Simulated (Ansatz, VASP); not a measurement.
**BN in VASP and in Ansatz**

INCAR

```
SYSTEM = BN
ALGO     = Normal         ! electronic algorithm
EDIFF    = 1E-6           ! SCF threshold, eV
EDIFFG   = -0.02          ! ionic threshold
ENCUT    = 520            ! plane-wave cutoff, eV
GGA      = PE             ! functional
IBRION   = 2              ! ionic algorithm
ISIF     = 2              ! what is computed and relaxed
ISMEAR   = -1             ! smearing method
LASPH    = .True.         ! aspherical terms in the spheres
LCHARG   = .False.        ! write CHGCAR
LREAL    = .False.        ! projectors in reciprocal space
LWAVE    = .False.        ! write WAVECAR
NELM     = 100            ! most SCF steps
NSW      = 80             ! ionic steps
PREC     = Accurate       ! precision mode
SIGMA    = 0.02           ! smearing width, eV
```

The input KPOINTS:

```
k-points
0
Gamma
  13 13 5
  0 0 0
```

Contents of POSCAR:

```
BN
1.0
    2.5400000000      0.0000000000      0.0000000000
   -1.2700000000      2.1997045256      0.0000000000
    0.0000000000      0.0000000000      6.5980000000
B N
2 2
Direct
    0.3333333333      0.6666666667      0.2500000000
    0.6666666667      0.3333333333      0.7500000000
    0.3333333333      0.6666666667      0.7500000000
    0.6666666667      0.3333333333      0.2500000000
```

Input for Ansatz:

```yaml
crystal:
  lattice:
    - [2.54, 0.0, 0.0]
    - [-1.27, 2.1997045256, 0.0]
    - [0.0, 0.0, 6.598]
  atoms:
    - { symbol: B, position: [0.3333333333, 0.6666666667, 0.25] }
    - { symbol: B, position: [0.6666666667, 0.3333333333, 0.75] }
    - { symbol: "N", position: [0.3333333333, 0.6666666667, 0.75] }
    - { symbol: "N", position: [0.6666666667, 0.3333333333, 0.25] }
kpoints:
  mp_grid: { grid: [13, 13, 5] }
scf:
  occupations: { method: fermi_dirac, width: 0.02 }
hamiltonian:
  xc: pbe
  pseudopotentials: { kind: paw }
output:
  forces: true
  stress: true
  populations: true
  efg:
    quadrupole_moments_barn: { B: 0.04059, "N": 0.02044 }
    contact_densities: true
relax:
  f_tol: 0.02
  max_steps: 60
```

Alike in both runs: task relaxation of the atoms; functional PBE; k mesh 13 × 13 × 5; occupations fermi-dirac, width 0.02 eV; no spin polarisation.

```csv
,VASP,Ansatz
version,VASP 6.6.1,Ansatz 0.2.0
potentials or method,"VASP PAW PBE potentials, release 64 (B, N)","plane-wave PAW, scalar-relativistic"
plane-wave cutoff (eV),520,420
valence electrons in the cell,16,16
```

```csv
,VASP,Ansatz,Ansatz less VASP
"gap on the k mesh at the Fermi level, each at its own relaxed structure (eV)",4.21,4.21,+0.006
```

Ansatz's warnings: stress scf threshold loose.

Noted on VASP's run: the relaxation stopped at its first step, so nothing moved.
